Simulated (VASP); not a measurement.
Set up this calculation in VASP 6.6.1, as the native input.

| Item | Value |
| --- | --- |
| Task | single point |
| Functional | r2SCAN |
| Potentials or basis | VASP PAW PBE potentials, release 64 (Pt, S) |
| Cutoff | 520 eV |
| k mesh | 6 × 6 × 4 |
| Occupations | fermi-dirac, width 0.1 eV |
| Spin | no spin polarisation |
| Dipole correction | no |
| Further INCAR settings | ALGO = Normal; EDIFF = 1e-07; NBANDS = 18 |

The system is PtS2.

```
Pt S
1.0
     3.54320    0.00000    0.00000
    -1.77160    3.06850    0.00000
     0.00000    0.00000    5.03880
Pt S
1 2
Direct
  0.99681 0.98137 0.98911
  0.33412 0.64178 0.23356
  0.66138 0.31275 0.74592
```

One way to write it, as run:

POSCAR

```
PtS2
1.0
    3.5432000000      0.0000000000      0.0000000000
   -1.7716000000      3.0685010000      0.0000000000
    0.0000000000      0.0000000000      5.0388000000
Pt S
1 2
Direct
   -0.0031880755     -0.0186285991     -0.0108869375
    0.3341150141      0.6417781379      0.2335627289
    0.6613807678      0.3127494157      0.7459192396
```

INCAR.step1

```
PREC = Accurate
ENCUT = 520
ISMEAR = -1
SIGMA = 0.1
LREAL = F
LASPH = T
NELM = 100
NBANDS = 18
GGA = PE
ALGO = Normal
EDIFF = 1E-4
LWAVE = T
LCHARG = F
```

INCAR.step2

```
PREC = Accurate
ENCUT = 520
EDIFF = 1E-7
ISMEAR = -1
SIGMA = 0.1
LREAL = F
LASPH = T
NELM = 100
ALGO = Normal
ISIF = 2
LWAVE = F
LCHARG = F
METAGGA = R2SCAN
LMIXTAU = T
NBANDS = 18
ISTART = 1
```

KPOINTS

```
Automatic mesh
0
Gamma
  6 6 4
```

Potentials or basis: VASP PAW PBE potentials, release 64 (Pt, S).

Run with:

```console
$ cat potpaw_PBE.64/Pt/POTCAR potpaw_PBE.64/S/POTCAR > POTCAR
$ cp INCAR.step1 INCAR
$ mpirun -np 1 vasp_std > vasp.out
$ cp INCAR.step2 INCAR
$ mpirun -np 1 vasp_std > vasp.out
```

It gave:

- Pressure: 2.3 GPa
- Largest force: 0.312 eV/Å
- Band gap on the k mesh: 0.81 eV, indirect (least direct gap 1.51 eV)

Caveat: the PAW data sets were made with another functional, which shifts forces and pressure a little; spin-orbit coupling is left out, which moves the levels of the heavy elements.

Run time: 4 min on 1 thread of AMD EPYC 9R14 (Zen 4) (shared host), peak memory 0.19 GiB.
